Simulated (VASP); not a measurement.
A run of VASP 6.6.1 is set up as follows.

INCAR

```
PREC     = Accurate       # precision mode
ENCUT    = 520            # plane-wave cutoff, eV
EDIFF    = 1E-6           # SCF threshold, eV
ISMEAR   = 0              # smearing method
SIGMA    = 0.02           # smearing width, eV
LREAL    = F              # projectors in reciprocal space
LASPH    = T              # aspherical terms in the spheres
NELM     = 80             # most SCF steps
ALGO     = Normal         # electronic algorithm
ISIF     = 2              # what is computed and relaxed
LWAVE    = F              # write WAVECAR
LCHARG   = T              # write CHGCAR
GGA      = PS             # functional
IVDW     = 12             # dispersion correction
LELF     = T              # ELF
LVHAR    = T            
NBANDS   = 49             # bands
```

KPOINTS

```
regular mesh
0
Gamma
  12 12 2
```

POSCAR

```
Te2Mo
1.0
    3.4334342720      0.0000000000      0.0000000000
   -1.7167171360      2.9734413017      0.0000000000
    0.0000000000      0.0000000000     20.7704294686
Te Mo
6 3
Direct
    0.0000000000      0.0000000000      0.9125759363
    0.3333333333      0.6666666667      0.5917818730
    0.3333333333      0.6666666667      0.2333053354
    0.3333333333      0.6666666667      0.7666946646
    0.3333333333      0.6666666667      0.4082181270
    0.0000000000      0.0000000000      0.0874240637
    0.0000000000      0.0000000000      0.6791511892
    0.0000000000      0.0000000000      0.3208488108
    0.3333333333      0.6666666667      0.0000000000
```

Potentials or basis: VASP PAW PBE potentials, release 64 (Te, Mo_sv).

The run is started by

```console
$ cat potpaw_PBE.64/Te/POTCAR potpaw_PBE.64/Mo_sv/POTCAR > POTCAR
$ mpirun -np 1 vasp_std > vasp.out
```

(1) Predict the dispersion energy per atom.

(2) Predict the pressure.

Results:

(1) -0.547 eV.

(2) 0.1 GPa.

Caveat: the PAW data sets were made with another functional, which shifts forces and pressure a little.
